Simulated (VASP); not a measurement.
Crystal: Ta.

```
Ta
1.0
    -1.65500    1.65500    1.65500
     1.65500   -1.65500    1.65500
     1.65500    1.65500   -1.65500
Ta
1
Cartesian
  0.0000 0.0000 0.0000
```

* Program: VASP 6.6.1
* Task: relaxation of cell and atoms
* Functional: PBEsol
* Potentials or basis: VASP PAW PBE potentials, release 64 (Ta_pv)
* Cutoff: 600 eV
* k mesh: 32 × 32 × 32
* Occupations: gaussian, width 0.3 eV
* Spin: no spin polarisation

At the start: pressure -4.7 GPa; volume 18.13 Å³/atom.

How do energy, volume and symmetry change on relaxing?

Over 4 steps the energy falls by 6.4 meV/atom and the volume is 17.70 Å³/atom (-2.4 %); space group Im-3m (No. 229, to 0.1 Å) before and after.

Step by step:
| step | energy change (eV) | largest force (eV/Å) | pressure (GPa) | volume (Å³) |
| --- | --- | --- | --- | --- |
| 1 | 0.0000 | 0.0000 | -4.68 | 18.13 |
| 2 | 0.0281 | 0.0000 | 12.40 | 16.78 |
| 3 | -0.0064 | 0.0000 | -0.12 | 17.71 |
| 4 | -0.0064 | 0.0000 | -0.01 | 17.70 |

Final structure:
```
Ta
1.0
    -1.64189    1.64189    1.64189
     1.64189   -1.64189    1.64189
     1.64189    1.64189   -1.64189
Ta
1
Direct
  0.00000 0.00000 0.00000
```

Caveat: so wide a smearing shifts energies and pressures; the PAW data sets were made with another functional, which shifts forces and pressure a little.
